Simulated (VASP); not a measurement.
Crystal: CsI.

```
Cs I
1.0
     4.60817    0.00000    0.00000
     0.00000    4.60817    0.00000
     0.00000    0.00000    4.60817
Cs I
1 1
Cartesian
  0.0000 0.0000 0.0000
  2.3041 2.3041 2.3041
```

Base run:

* Program: VASP 6.6.1
* Functional: PBE0
* Potentials or basis: VASP PAW PBE potentials, release 64 (Cs_sv, I)
* Cutoff: 400 eV
* k mesh: 4 × 4 × 4
* Occupations: gaussian, width 0.01 eV
* Spin: no spin polarisation

Its results: band gap on the k mesh 5.47 eV (least direct gap 5.58 eV); pressure 0.1 GPa.

Q: After a change of settings the same cell gave: band gap on the k mesh 4.50 eV (least direct gap 4.59 eV); pressure 0.1 GPa. Which change was it?
A. functional from PBE0 to r2SCAN; cutoff from 400 eV to 550 eV
B. functional from PBE0 to PBE; cutoff from 400 eV to 500 eV
C. functional from PBE0 to PBE; cutoff from 400 eV to 500 eV; k mesh from 4 × 4 × 4 to 6 × 6 × 6
D. functional from PBE0 to HSE06

A: A.

Caveats: the PAW data sets were made with another functional, which shifts forces and pressure a little; spin-orbit coupling is left out, which moves the levels of the heavy elements.
